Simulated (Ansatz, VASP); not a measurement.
One calculation of AlN, two programs

INCAR

```
ALGO = Normal
EDIFF = 1E-7
EDIFFG = -0.01
ENCUT = 520
IBRION = 2
ISIF = 2
ISMEAR = 0
LASPH = T
LCHARG = F
LREAL = F
LWAVE = F
NELM = 60
NSW = 50
PREC = Accurate
SIGMA = 0.05
```

The input KPOINTS:

```
k-points
0
Gamma
  9 9 6
```

The input POSCAR:

```
AlN
1.0
    2.9960000000      0.0000000000      0.0000000000
   -1.4980000000      2.5946121098      0.0000000000
    0.0000000000      0.0000000000      4.5481000000
Al N
2 2
Direct
    0.3333333333      0.6666666667      0.0015210172
    0.6666666667      0.3333333333      0.5015210172
    0.3333333333      0.6666666667      0.3834789828
    0.6666666667      0.3333333333      0.8834789828
```

Input for Ansatz:

```yaml
crystal:
  lattice:
    - [2.996, 0.0, 0.0]
    - [-1.498, 2.5946121098, 0.0]
    - [0.0, 0.0, 4.5481]
  atoms:
    - { symbol: Al, position: [0.3333333333, 0.6666666667, 0.0015210172] }
    - { symbol: Al, position: [0.6666666667, 0.3333333333, 0.5015210172] }
    - { symbol: "N", position: [0.3333333333, 0.6666666667, 0.3834789828] }
    - { symbol: "N", position: [0.6666666667, 0.3333333333, 0.8834789828] }
basis:
  ecutwfc: 520.0
kpoints:
  mp_grid: { grid: [9, 9, 6] }
hamiltonian:
  xc: lda
  pseudopotentials: { kind: paw, azcp: { folder: soft_1 } }
scf:
  occupations: { method: gaussian, width: 0.05 }
output:
  forces: true
  stress: true
  eigenvalues: true
relax:
  adjacent_minimum: "off"
  f_tol: 0.01
  max_steps: 30
```

Alike in both runs: task relaxation of the atoms; functional LDA; k mesh 9 × 9 × 6; occupations gaussian, width 0.05 eV; no spin polarisation.

|  | VASP | Ansatz |
| --- | --- | --- |
| version | VASP 6.6.1 | Ansatz 0.2.0 |
| potentials or method | VASP PAW LDA potentials, release 64 (Al, N), cutoff 520 eV | scalar-relativistic, plane waves, PAW |
| valence electrons in the cell | 16 | 16 |

|  | VASP | Ansatz | Ansatz less VASP |
| --- | --- | --- | --- |
| gap on the k mesh at the Fermi level, each at its own relaxed structure (eV) | 4.82 | 4.84 | +0.021 |

Ansatz warns that its potentials were made for another functional, while VASP's fit it. LDA's correlation is that of Perdew and Zunger in VASP and of Perdew and Wang (1992) in Ansatz. Ansatz's warnings: stress scf threshold loose.
